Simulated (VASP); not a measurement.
Write the native input for VASP 6.6.1 that does the following.

```yaml
Task: single point
Functional: PBE
Potentials_or_basis: VASP PAW PBE potentials, release 64 (Ir)
Cutoff: 520 eV
k_mesh: 22 × 22 × 22
Occupations: gaussian, width 0.15 eV
Spin: no spin polarisation
Dipole_correction: no
Further_INCAR_settings: ALGO = Fast; EDIFF = 1e-07; NBANDS = 10
```

The structure of Ir lies in POSCAR:

```
Ir
1.0
    0.0000000000      1.8717075000      1.9676925000
    1.8717075000      0.0000000000      1.9676925000
    1.8717075000      1.8717075000      0.0000000000
Ir
1
Direct
    0.0000000000      0.0000000000      0.0000000000
```

This cell differs from its parent crystal: strain -0.025 along x and y, +0.025 along z.

One way to write it, as run:

INCAR

```
ALGO = Fast
EDIFF = 1E-7
ENCUT = 520
GGA = PE
ISIF = 2
ISMEAR = 0
LASPH = T
LCHARG = F
LREAL = F
LWAVE = F
NBANDS = 10
NELM = 60
PREC = Accurate
SIGMA = 0.15
```

KPOINTS

```
k-points
0
Gamma
  22 22 22
```

Potentials or basis: VASP PAW PBE potentials, release 64 (Ir).

Command:

```bash
$ cat potpaw_PBE.64/Ir/POTCAR > POTCAR
$ mpirun -np 1 vasp_std > vasp.out
```

Results of the run:

- Pressure: 21.4 GPa
- Band gap on the k mesh: zero (an odd number of electrons rules out a gap without spin polarisation)

Caveat: the cell differs from its parent crystal (strain -0.025 along x and y, +0.025 along z); the cell stands under pressure; spin-orbit coupling is left out, which moves the levels of the heavy elements.

Run time: 3.2 min on 1 thread of Intel Xeon 8259CL (shared host), peak memory 0.24 GiB.
